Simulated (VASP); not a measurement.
## C11O: single point with PBE+D3(BJ)

The system is C11O, a slab with vacuum.

```
CELL_PARAMETERS angstrom
3.64732 0.00000 0.00000
-1.66588 3.93102 0.00000
0.00000 0.00000 23.18096
ATOMIC_POSITIONS crystal
C 0.50018 0.33339 0.17256
C 0.49982 0.66661 0.17256
C 0.50018 0.83339 0.22572
C 0.49982 0.16661 0.22572
C 0.50002 0.33532 0.27887
C 0.49998 0.66468 0.27887
C 0.50013 0.83665 0.33226
C 0.49987 0.16335 0.33226
C 0.49976 0.35443 0.38096
C 0.50024 0.64557 0.38096
C 0.74976 0.60443 0.54704
O 0.74976 0.60443 0.49743
```

- Program: VASP 6.6.1
- Task: single point
- Functional: PBE
- Dispersion: D3(BJ)
- Potentials or basis: VASP PAW PBE potentials, release 64 (C, O)
- Cutoff: 520 eV
- k mesh: 8 × 7 × 1
- Occupations: gaussian, width 0.05 eV
- Spin: no spin polarisation
- Dipole correction: yes
- Further INCAR settings: ALGO = Normal; EDIFF = 1e-06; NBANDS = 37

```
Largest force              : 6.776 eV/Å
Band gap on the k mesh     : zero (bands 25 and 26 overlap by 0.75 eV)
Dispersion energy per atom : -0.108 eV
```

Forces in eV/Å, atoms in the order of the input:
```
C   -2.626  6.142  1.135
C    2.624 -6.143  1.135
C   -0.156  0.382 -1.176
C    0.161 -0.378 -1.176
C    0.012 -0.007 -0.008
C    0.000  0.006 -0.007
C   -0.008 -0.004  0.007
C   -0.015  0.006 -0.004
C   -0.016 -0.128 -0.116
C   -0.100  0.055 -0.156
C   -0.016 -0.008 -0.660
O    0.140  0.075  1.025
```

Levels at points of the mesh, in eV from the Fermi level:
```tsv
k point	band 21	band 22	band 23	band 24	band 25	band 26	band 27	band 28	band 29	band 30
(0.00, 0.00, 0.00)	-1.96	-1.45	-1.38	-1.32	0.63	0.69	1.27	1.75	2.22	3.34
(0.50, 0.00, 0.00)	-2.72	-1.69	-1.07	-0.75	0.09	1.12	1.30	1.94	2.06	2.43
```

It took 15 min on 1 thread of Oxide Virtual Turin-like Processor, on a shared host, peak memory 0.51 GiB.
